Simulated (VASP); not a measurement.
Here is a VASP 6.6.1 calculation.

Contents of INCAR:

```
PREC = Accurate
ENCUT = 520
EDIFF = 1E-6
ISMEAR = -1
SIGMA = 0.05
LREAL = F
LASPH = T
NELM = 80
ALGO = Fast
ISIF = 2
LWAVE = F
LCHARG = F
GGA = PS
NBANDS = 30
```

KPOINTS

```
Automatic mesh
0
Gamma
  9 9 9
```

File POSCAR:

```
CuAu3
1.0
   -2.0038111196      2.0038111196      4.1091338480
    2.0038111196     -2.0038111196      4.1091338480
    2.0038111196      2.0038111196     -4.1091338480
Au Cu
3 1
Direct
    0.5000000000      0.5000000000      0.0000000000
    0.2500000000      0.7500000000      0.5000000000
    0.7500000000      0.2500000000      0.5000000000
    0.0000000000      0.0000000000      0.0000000000
```

Potentials or basis: VASP PAW PBE potentials, release 64 (Au, Cu).

Run with:

```bash
$ cat potpaw_PBE.64/Au/POTCAR potpaw_PBE.64/Cu/POTCAR > POTCAR
$ mpirun -np 1 vasp_std > vasp.out
```

Problem. Predict the band gap on the k mesh.

Solution. Zero (band 22 reaches 11.08 eV, above the bottom of band 23 at 7.07 eV).

Problem. Predict the pressure.

Solution. -7.5 GPa.

Stress tensor (GPa, compression positive):
```
-7.37  0.00  0.00
 0.00 -7.37  0.00
 0.00  0.00 -7.64
```

Caveat: the PAW data sets were made with another functional, which shifts forces and pressure a little; spin-orbit coupling is left out, which moves the levels of the heavy elements.
